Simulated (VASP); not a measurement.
# BaTiO3 in VASP: further runs

Runs on BaTiO3. Level: PBE. Tasks: electric field gradients.

Program: VASP 6.6.1. These are calculated values, not measurements. Logs are shortened: lines on timing, memory, paths and dates and some standing lists are left out, and cuts for length are marked.

## 1. The cell of the first run

The structure is orthorhombic, space group Amm2 (No. 38). The conventional cell has a = 3.984 Å, b = 5.674 Å, c = 5.692 Å, α = 90.00°, β = 90.00°, γ = 90.00°. Ba (site symmetry mm2) has 12 O at 2.80 to 2.89 Å and 8 Ti at 3.44 to 3.51 Å within 3.7 Å. Ti (site symmetry mm2) has 6 O at 1.95 to 2.07 Å within 2.6 Å. O (site symmetry mm2) has 2 Ti at 1.99 Å within 2.6 Å. O (site symmetry m) has 2 Ti at 1.95 to 2.07 Å within 2.6 Å.

## 2. Electric field gradients, PBE

INCAR

```
  ALGO = Normal
  EDIFF = 1E-8
  ENCUT = 520
  GGA = PE
  ISIF = 2
  ISMEAR = -1
  LASPH = True
  LCHARG = False
  LEFG = True
  LREAL = False
  LWAVE = False
  NBANDS = 28
  NELM = 80
  PREC = Accurate
  SIGMA = 0.05
```

KPOINTS

```
k-points
0
Gamma
  8 8 8
```

POSCAR

```
BaTiO3
1.0
    3.9841000000      0.0000000000      0.0000000000
    0.0000000000      2.8370500000      2.8458000000
    0.0000000000     -2.8370500000      2.8458000000
Ba Ti O
1 1 3
Direct
    0.0000000000      0.0000000000      0.0000000000
    0.5000000000      0.5079000000      0.5079000000
    0.0000000000      0.4921000000      0.4921000000
    0.5000000000      0.5025100000      0.9937100000
    0.5000000000      0.9937100000      0.5025100000
```

Potentials or basis: VASP PAW PBE potentials, release 64 (Ba_sv, Ti_sv, O).

Launch:

```bash
> cat potpaw_PBE.64/Ba_sv/POTCAR potpaw_PBE.64/Ti_sv/POTCAR potpaw_PBE.64/O/POTCAR > POTCAR
> mpirun -np 1 vasp_std > vasp.out
```

OUTCAR:

```text
EDIFF = 1E-8
   ENCUT = 520
   GGA = PE
   ISIF = 2
   ISMEAR = -1
   LASPH = True
   LREAL = False
   NELM = 80
   PREC = Accurate

 ion  position               nearest neighbor table
   1  0.000  0.000  0.000-   3 2.80   4 2.82   5 2.82   4 2.82   5 2.82   4 2.84   5 2.84   5 2.84
                             4 2.84   3 2.84   3 2.84   3 2.89   2 3.44   2 3.44   2 3.47   2 3.47
   2  0.500  0.508  0.508-   4 1.95   5 1.95   3 1.99   3 1.99   5 2.07   4 2.07   1 3.44   1 3.44
                             1 3.47   1 3.47   1 3.47   1 3.47   1 3.51   1 3.51
   3  0.000  0.492  0.492-   2 1.99   2 1.99   1 2.80   1 2.84   1 2.84   1 2.89
   4  0.500  0.503  0.994-   2 1.95   2 2.07   1 2.82   1 2.82   1 2.84   1 2.84
   5  0.500  0.994  0.503-   2 1.95   2 2.07   1 2.82   1 2.82   1 2.84   1 2.84

  LATTYP: Found a base centered orthorhombic cell.
 ALAT       =     5.6741000000
 B/A-ratio  =     1.0030841896
 C/A-ratio  =     0.7021554079

  Lattice vectors:

 A1 = (   0.0000000000,   2.8370500000,  -2.8458000000)
 A2 = (   0.0000000000,   2.8370500000,   2.8458000000)
 A3 = (   3.9841000000,   0.0000000000,   0.0000000000)

Analysis of symmetry for initial positions (statically):
=====================================================================
 Subroutine PRICEL returns:
 Original cell was already a primitive cell.

 Routine SETGRP: Setting up the symmetry group for a
 base centered orthorhombic supercell.

 Subroutine GETGRP returns: Found  4 space group operations
 (whereof  4 operations were pure point group operations)
 out of a pool of  8 trial point group operations.

The static configuration has the point symmetry C_2v.

Analysis of symmetry for dynamics (positions and initial velocities):
=====================================================================
 Subroutine PRICEL returns:
 Original cell was already a primitive cell.

 Routine SETGRP: Setting up the symmetry group for a
 base centered orthorhombic supercell.

 Subroutine GETGRP returns: Found  4 space group operations
 (whereof  4 operations were pure point group operations)
 out of a pool of  8 trial point group operations.

The dynamic configuration has the point symmetry C_2v.

 Subroutine INISYM returns: Found  4 space group operations
 (whereof  4 operations are pure point group operations),
 and found     1 'primitive' translations

----------------------------------------------------------------------------------------

                                     Primitive cell

  volume of cell :      64.3327

  direct lattice vectors                    reciprocal lattice vectors
     3.984100000  0.000000000  0.000000000     0.250997716  0.000000000  0.000000000
     0.000000000  2.837050000  2.845800000     0.000000000  0.176239404  0.175697519
     0.000000000 -2.837050000  2.845800000     0.000000000 -0.176239404  0.175697519

  length of vectors
     3.984100000  4.018386535  4.018386535     0.250997716  0.248857280  0.248857280

  position of ions in fractional coordinates (direct lattice)
     0.000000000  0.000000000  0.000000000
     0.500000000  0.507900000  0.507900000
     0.000000000  0.492100000  0.492100000
     0.500000000  0.502510000  0.993710000
     0.500000000  0.993710000  0.502510000

  ion indices of the primitive-cell ions
   primitive index   ion index
                 1           1
                 2           2
                 3           3
                 4           4
                 5           5

----------------------------------------------------------------------------------------

 KPOINTS: k-points

Automatic generation of k-mesh.
 Grid dimensions read from file:
 generate k-points for:    8    8    8

 Generating k-lattice:
[... 51 lines left out ...]
   NGXF,Y,Z  is equivalent  to a cutoff of  25.04, 24.82, 24.82 a.u.
 SYSTEM =  unknown system
   PREC   = accura    normal or accurate (medium, high low for compatibility)
   ISTART =      0    job   : 0-new  1-cont  2-samecut
   ICHARG =      2    charge: 1-file 2-atom 10-const
   ISPIN  =      1    spin polarized calculation?
   LNONCOLLINEAR =      F non collinear calculations
   LSORBIT =      F    spin-orbit coupling
   LASPH  =      T    aspherical Exc in radial PAW
   ENCUT  =  520.0 eV  38.22 Ry    6.18 a.u.   7.41  7.47  7.47*2*pi/ulx,y,z
   NELM   =     80;   NELMIN=  2; NELMDL= -5     # of ELM steps
   EDIFF  = 0.1E-07   stopping-criterion for ELM
   LREAL  =      F    real-space projection
   EDIFFG = 0.1E-06   stopping-criterion for IOM
   NSW    =      0    number of steps for IOM
   IBRION =     -1    ionic relax: 0-MD 1-quasi-New 2-CG
   NFREE  =      0    steps in history (QN), initial steepest desc. (CG)
   ISIF   =      2    stress and relaxation
   ISYM   =      2    0-nonsym 1-usesym 2-fastsym
   POTIM  = 0.5000    time-step for ionic-motion
   TEBEG  =    0.0;   TEEND  =   0.0 temperature during run
   PSTRESS=    0.0 pullay stress
   NELECT =      40.0000    total number of electrons
   NUPDOWN=      -1.0000    fix difference up-down
   EMIN   =  10.00;   EMAX   =-10.00  energy-range for DOS
   EFERMI =   0.00;   METHOD = LEGACY
   ISMEAR =    -1;   SIGMA  =   0.05  broadening in eV -4-tet -1-fermi 0-gaus
   EFERMI_NEDOS =   21; number of points for ismear=-14 and -15
   IALGO  =     38    algorithm
   IMIX   =      4    mixing-type and parameters
     AMIX     =   0.40;   BMIX     =  1.00
     AMIX_MAG =   1.60;   BMIX_MAG =  1.00
  volume/ion in A,a.u.               =      12.87        86.83
  Fermi-wavevector in a.u.,A,eV,Ry     =   1.397283  2.640482 26.564002  1.952399
  Thomas-Fermi vector in A             =   2.520554
   LORBIT       =      0    0 simple, 1 ext, 2 COOP (PROOUT), +10 PAW based schemes
   GGA     = PE    functional components
   LHFCALC =     F    Hartree Fock is set to
   AEXX    =    0.0000 exact exchange contribution
   IVDW    =     0    specifies the selected vdW correction
   LEPSILON=     F    determine dielectric tensor
   LRPA    =     F    only Hartree local field effects (RPA)
 non-spin polarized calculation
  energy-cutoff  :      520.00
  volume of cell :       64.33
 maximum number of plane-waves:      1761
 NGX is ok and might be reduce to    30
   NGX = 15   NGY = 15   NGZ = 15

 number of electron      39.9999994 magnetization

 Free energy of the ion-electron system (eV)
  ---------------------------------------------------
  ext. energy  EPLUGINS =         0.00000000
  ---------------------------------------------------
  free energy    TOTEN  =       -39.97447689 eV

  energy without entropy =      -39.97447689  energy(sigma->0) =      -39.97447689

 E-fermi :   4.7321     XC(G=0): -11.2403

 val. band max:        3.8099958334   @ k =   0.5000   0.5000   0.5000
 cond. band min:       5.6015112660   @ k =   0.0000   0.0000   0.0000
 fundamental gap:      1.7915154326
 Fermi energy:         4.7321127753

 k-point     1 :       0.0000    0.0000    0.0000
  band No.  band energies     occupation
      1     -52.8037      2.00000
      2     -29.0213      2.00000
      3     -29.0193      2.00000
      4     -29.0148      2.00000
      5     -21.0183      2.00000
      6     -13.0776      2.00000
[... 733 lines left out ...]
     27      11.8491      0.00000
     28      13.4020      0.00000

 [... further k-points ...]

------------------------ aborting loop because EDIFF is reached ----------------------------------------

  FORCE on cell =-STRESS in cart. coord.  units (eV):
  Direction    XX          YY          ZZ          XY          YZ          ZX
  --------------------------------------------------------------------------------------
  -------------------------------------------------------------------------------------
  Total        1.7642172      1.4857626      1.1975153      0.0000000      0.0000000      0.0000000
  in kB       43.9370661     37.0022729     29.8236000      0.0000000      0.0000000      0.0000000
  external PRESSURE =      36.9209797 kB  Pullay stress =       0.0000000 kB

 VOLUME and BASIS-vectors are now :
 -----------------------------------------------------------------------------
  energy-cutoff  :      520.00
  volume of cell :       64.33
      direct lattice vectors                 reciprocal lattice vectors
     3.984100000  0.000000000  0.000000000     0.250997716  0.000000000  0.000000000
     0.000000000  2.837050000  2.845800000     0.000000000  0.176239404  0.175697519
     0.000000000 -2.837050000  2.845800000     0.000000000 -0.176239404  0.175697519

 POSITION                                       TOTAL-FORCE (eV/Angst)
 -----------------------------------------------------------------------------------
      0.00000      0.00000      0.00000         0.000000      0.000000      0.087017
      1.99205      0.00000      2.89076         0.000000      0.000000      0.178070
      0.00000      0.00000      2.80084         0.000000      0.000000      0.097671
      1.99205     -1.39356      4.25794         0.000000     -0.002627     -0.181379
      1.99205      1.39356      4.25794         0.000000      0.002627     -0.181379
 -----------------------------------------------------------------------------------
    total drift:                                0.000000     -0.000000     -0.000119

  FREE ENERGIE OF THE ION-ELECTRON SYSTEM (eV)
  ---------------------------------------------------
  free  energy   TOTEN  =       -39.9744768909 eV

  energy  without entropy=      -39.9744768898  energy(sigma->0) =      -39.97447689

 Electric field gradients (V/A^2)
---------------------------------------------------------------------
 ion       V_xx      V_yy      V_zz      V_xy      V_xz      V_yz
---------------------------------------------------------------------
   1       0.676    -1.339     0.663     0.000    -0.000     0.000
   2      -5.876     3.100     2.775    -0.000     0.000    -0.000
   3      24.236   -11.691   -12.546    -0.000    -0.000    -0.000
   4     -13.141     6.071     7.070     0.000     0.000   -18.269
   5     -13.141     6.071     7.070    -0.000    -0.000    18.269
---------------------------------------------------------------------

 Electric field gradients after diagonalization (V/A^2)
 (convention: |V_zz| > |V_xx| > |V_yy|)
----------------------------------------------------------------------
 ion       V_xx      V_yy      V_zz     asymmetry (V_yy - V_xx)/ V_zz
----------------------------------------------------------------------
   1       0.676     0.663    -1.339       0.010
   2       3.100     2.775    -5.876       0.055
   3     -12.546   -11.691    24.236       0.035
   4     -13.141   -11.705    24.846       0.058
   5     -13.141   -11.705    24.846       0.058
----------------------------------------------------------------------

           NMR quadrupolar parameters

 Cq : quadrupolar parameter    Cq=e*Q*V_zz/h
 eta: asymmetry parameters     (V_yy - V_xx)/ V_zz
 Q  : nuclear electric quadrupole moment in mb (millibarn)
----------------------------------------------------------------------
 ion       Cq(MHz)       eta       Q (mb)
----------------------------------------------------------------------
   1      -0.003       0.010       1.000
   2      -0.014       0.055       1.000
   3       0.059       0.035       1.000
   4       0.060       0.058       1.000
   5       0.060       0.058       1.000
----------------------------------------------------------------------
```

It took 1.7 min on 1 thread of AMD EPYC 9R45 (Zen 5), shared host; peak memory 0.28 GiB.

Results:

```
Free energy            : -39.9745 eV
Pressure               : 3.7 GPa
Largest force          : 0.181 eV/Å
Band gap on the k mesh : 1.79 eV, indirect (least direct gap 1.97 eV)
```

Forces on the atoms (eV/Å):
```
Ba   0.000  0.000  0.087
Ti   0.000  0.000  0.178
O    0.000  0.000  0.098
O    0.000 -0.003 -0.181
O    0.000  0.003 -0.181
```

Stress tensor (GPa, compression positive):
```
4.39 0.00 0.00
0.00 3.70 0.00
0.00 0.00 2.98
```

Electric field gradients, principal values (V/Å²):
| atom | least | middle | greatest (by size) |
| --- | --- | --- | --- |
| 1 Ba | 0.663 | 0.676 | -1.339 |
| 2 Ti | 2.775 | 3.100 | -5.876 |
| 3 O | -11.691 | -12.546 | 24.236 |
| 4 O | -11.705 | -13.141 | 24.846 |
| 5 O | -11.705 | -13.141 | 24.846 |

Caveat: without QUAD_EFG the Cq values of the log hold for a quadrupole moment of 1 mb, not for the nuclei; spin-orbit coupling is left out, which moves the levels of the heavy elements. As with any semilocal functional, this PBE gap is likely too small.

## 3. Electric field gradients, PBE

INCAR

```
SYSTEM = BaTiO3
PREC     = Accurate       ! precision mode
ENCUT    = 520            ! plane-wave cutoff, eV
EDIFF    = 1E-8           ! SCF threshold, eV
ISMEAR   = -1             ! smearing method
SIGMA    = 0.05           ! smearing width, eV
LREAL    = .FALSE.        ! projectors in reciprocal space
LASPH    = .TRUE.         ! aspherical terms in the spheres
NELM     = 80             ! most SCF steps
ALGO     = Normal         ! electronic algorithm
ISIF     = 2              ! what is computed and relaxed
LWAVE    = .FALSE.        ! write WAVECAR
LCHARG   = .FALSE.        ! write CHGCAR
GGA      = PE             ! functional
LEFG     = .TRUE.       
NBANDS   = 28             ! bands
```

KPOINTS

```
regular mesh
0
G
  8 8 8
  0 0 0
```

POSCAR is that of step 2.

Potentials or basis: VASP PAW PBE potentials, release 64 (Ba_sv, Ti_sv, O).

Launch:

```bash
> cat potpaw_PBE.64/Ba_sv/POTCAR potpaw_PBE.64/Ti_sv/POTCAR potpaw_PBE.64/O/POTCAR > POTCAR
> mpirun -np 1 vasp_std > vasp.out
```

OUTCAR:

```text
SYSTEM = BaTiO3
   PREC = Accurate
   ENCUT = 520
   EDIFF = 1E-8
   ISMEAR = -1
   LREAL = .FALSE.
   LASPH = .TRUE.
   NELM = 80
   ISIF = 2
   GGA = PE

 ion  position               nearest neighbor table
   1  0.000  0.000  0.000-   3 2.80   4 2.82   5 2.82   4 2.82   5 2.82   4 2.84   5 2.84   5 2.84
                             4 2.84   3 2.84   3 2.84   3 2.89   2 3.44   2 3.44   2 3.47   2 3.47
   2  0.500  0.508  0.508-   4 1.95   5 1.95   3 1.99   3 1.99   5 2.07   4 2.07   1 3.44   1 3.44
                             1 3.47   1 3.47   1 3.47   1 3.47   1 3.51   1 3.51
   3  0.000  0.492  0.492-   2 1.99   2 1.99   1 2.80   1 2.84   1 2.84   1 2.89
   4  0.500  0.503  0.994-   2 1.95   2 2.07   1 2.82   1 2.82   1 2.84   1 2.84
   5  0.500  0.994  0.503-   2 1.95   2 2.07   1 2.82   1 2.82   1 2.84   1 2.84

  LATTYP: Found a base centered orthorhombic cell.
 ALAT       =     5.6741000000
 B/A-ratio  =     1.0030841896
 C/A-ratio  =     0.7021554079

  Lattice vectors:

 A1 = (   0.0000000000,   2.8370500000,  -2.8458000000)
 A2 = (   0.0000000000,   2.8370500000,   2.8458000000)
 A3 = (   3.9841000000,   0.0000000000,   0.0000000000)

Analysis of symmetry for initial positions (statically):
=====================================================================
 Subroutine PRICEL returns:
 Original cell was already a primitive cell.

 Routine SETGRP: Setting up the symmetry group for a
 base centered orthorhombic supercell.

 Subroutine GETGRP returns: Found  4 space group operations
 (whereof  4 operations were pure point group operations)
 out of a pool of  8 trial point group operations.

The static configuration has the point symmetry C_2v.

[... 924 lines left out ...]
  -------------------------------------------------------------------------------------
  Total        1.7642172      1.4857626      1.1975153      0.0000000      0.0000000      0.0000000
  in kB       43.9370661     37.0022729     29.8236000      0.0000000      0.0000000      0.0000000
  external PRESSURE =      36.9209797 kB  Pullay stress =       0.0000000 kB

 VOLUME and BASIS-vectors are now :
 -----------------------------------------------------------------------------
  energy-cutoff  :      520.00
  volume of cell :       64.33
      direct lattice vectors                 reciprocal lattice vectors
     3.984100000  0.000000000  0.000000000     0.250997716  0.000000000  0.000000000
     0.000000000  2.837050000  2.845800000     0.000000000  0.176239404  0.175697519
     0.000000000 -2.837050000  2.845800000     0.000000000 -0.176239404  0.175697519

 POSITION                                       TOTAL-FORCE (eV/Angst)
 -----------------------------------------------------------------------------------
      0.00000      0.00000      0.00000         0.000000      0.000000      0.087017
      1.99205      0.00000      2.89076         0.000000      0.000000      0.178070
      0.00000      0.00000      2.80084         0.000000      0.000000      0.097671
      1.99205     -1.39356      4.25794         0.000000     -0.002627     -0.181379
      1.99205      1.39356      4.25794         0.000000      0.002627     -0.181379
 -----------------------------------------------------------------------------------
    total drift:                                0.000000     -0.000000     -0.000119

  FREE ENERGIE OF THE ION-ELECTRON SYSTEM (eV)
  ---------------------------------------------------
  free  energy   TOTEN  =       -39.9744768909 eV

  energy  without entropy=      -39.9744768898  energy(sigma->0) =      -39.97447689

 Electric field gradients (V/A^2)
---------------------------------------------------------------------
 ion       V_xx      V_yy      V_zz      V_xy      V_xz      V_yz
---------------------------------------------------------------------
   1       0.676    -1.339     0.663     0.000    -0.000     0.000
   2      -5.876     3.100     2.775    -0.000     0.000    -0.000
   3      24.236   -11.691   -12.546    -0.000    -0.000    -0.000
   4     -13.141     6.071     7.070     0.000     0.000   -18.269
   5     -13.141     6.071     7.070    -0.000    -0.000    18.269
---------------------------------------------------------------------

 Electric field gradients after diagonalization (V/A^2)
 (convention: |V_zz| > |V_xx| > |V_yy|)
----------------------------------------------------------------------
 ion       V_xx      V_yy      V_zz     asymmetry (V_yy - V_xx)/ V_zz
----------------------------------------------------------------------
   1       0.676     0.663    -1.339       0.010
   2       3.100     2.775    -5.876       0.055
   3     -12.546   -11.691    24.236       0.035
   4     -13.141   -11.705    24.846       0.058
   5     -13.141   -11.705    24.846       0.058
----------------------------------------------------------------------

           NMR quadrupolar parameters

 Cq : quadrupolar parameter    Cq=e*Q*V_zz/h
 eta: asymmetry parameters     (V_yy - V_xx)/ V_zz
 Q  : nuclear electric quadrupole moment in mb (millibarn)
----------------------------------------------------------------------
 ion       Cq(MHz)       eta       Q (mb)
----------------------------------------------------------------------
   1      -0.003       0.010       1.000
   2      -0.014       0.055       1.000
   3       0.059       0.035       1.000
   4       0.060       0.058       1.000
   5       0.060       0.058       1.000
----------------------------------------------------------------------
```

Run time: 1.8 min. Hardware: 1 thread of AMD EPYC 9R45 (Zen 5), shared host; peak memory 0.28 GiB.

Results:

| Item | Value |
| --- | --- |
| Free energy | -39.9745 eV |
| Pressure | 3.7 GPa |
| Largest force | 0.181 eV/Å |
| Band gap on the k mesh | 1.79 eV, indirect (least direct gap 1.97 eV) |

Forces on the atoms (eV/Å):
```
Ba   0.000  0.000  0.087
Ti   0.000  0.000  0.178
O    0.000  0.000  0.098
O    0.000 -0.003 -0.181
O    0.000  0.003 -0.181
```

Electric field gradients, principal values (V/Å²):
| atom | least | middle | greatest (by size) |
| --- | --- | --- | --- |
| 1 Ba | 0.663 | 0.676 | -1.339 |
| 2 Ti | 2.775 | 3.100 | -5.876 |
| 3 O | -11.691 | -12.546 | 24.236 |
| 4 O | -11.705 | -13.141 | 24.846 |
| 5 O | -11.705 | -13.141 | 24.846 |

Caveat: without QUAD_EFG the Cq values of the log hold for a quadrupole moment of 1 mb, not for the nuclei; spin-orbit coupling is left out, which moves the levels of the heavy elements. A hybrid or GW would open this gap; PBE tends to underestimate it.

[end of part 1 of 2]
